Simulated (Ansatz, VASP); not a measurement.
One calculation of RuPb2, two programs

```
CELL_PARAMETERS angstrom
6.83634 0.00000 0.00000
0.00000 6.83634 0.00000
0.00000 0.00000 3.44033
ATOMIC_POSITIONS crystal
Ru 0.00000 0.00000 0.00000
Ru 0.50000 0.50000 0.50000
Pb 0.27962 0.27962 0.00000
Pb 0.22038 0.77962 0.50000
Pb 0.72038 0.72038 0.00000
Pb 0.77962 0.22038 0.50000
```

Alike in both runs: functional PBE; k mesh 6 × 6 × 12; occupations gaussian, width 0.1 eV; no spin polarisation.

Ansatz relaxed the structure, and its values are those at the end. VASP's run is a single point on that final structure, the one shown.

|  | VASP | Ansatz |
| --- | --- | --- |
| version | VASP 6.6.1 | Ansatz 0.2.0 |
| potentials or method | VASP PAW PBE potentials, release 64 (Ru_pv, Pb_d), cutoff 520 eV | scalar-relativistic, plane waves, PAW |
| valence electrons in the cell | 84 | 88 |

|  | VASP | Ansatz | Ansatz less VASP |
| --- | --- | --- | --- |
| gap on the k mesh at the Fermi level (eV) | none | none | - |
| pressure (GPa) | 0.0 | 0.0 | +0.01 |

A gap of «none» marks a metal or a gap that the smearing closes. VASP's potentials hold 84 valence electrons a cell and Ansatz's 88, so a difference there can come from the potentials and not from the codes.

Spin-orbit coupling is off throughout.
